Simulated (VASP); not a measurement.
Input of a VASP 6.6.1 run:

Contents of INCAR:

```
  ALGO = Normal
  EDIFF = 1E-7
  ENCUT = 520
  GGA = PE
  ISIF = 2
  ISMEAR = 0
  LASPH = True
  LCHARG = False
  LREAL = False
  LWAVE = False
  NBANDS = 21
  NELM = 100
  PREC = Accurate
  SIGMA = 0.1
```

The input KPOINTS:

```
k-points
0
Gamma
  6 6 4
```

File POSCAR:

```
H2Os3
1.0
    2.8677554458      0.0000000000      0.0000000000
   -1.4338777229      2.4835490679      0.0000000000
    0.0000000000      0.0000000000      6.9706263089
H Os
2 3
Direct
    0.6666666667      0.3333333333      0.2038759151
    0.6666666667      0.3333333333      0.7961240849
    0.0000000000      0.0000000000      0.3172753537
    0.0000000000      0.0000000000      0.6827246463
    0.3333333333      0.6666666667      0.0000000000
```

Potentials or basis: VASP PAW PBE potentials, release 64 (H, Os).

Run with:

```bash
$ cat potpaw_PBE.64/H/POTCAR potpaw_PBE.64/Os/POTCAR > POTCAR
$ mpirun -np 1 vasp_std > vasp.out
```

(1) What does it give for the pressure?

(2) Predict the band gap on the k mesh.

(3) Estimate the largest force.

Answers

(1) 0.6 GPa.

(2) zero (bands 13 and 14 overlap by 3.04 eV).

(3) 0.114 eV/Å.

Caveat: the k points lie up to 0.42 Å⁻¹ apart, too coarse for converged energies and pressures of a metal; spin-orbit coupling is left out, which moves the levels of the heavy elements.
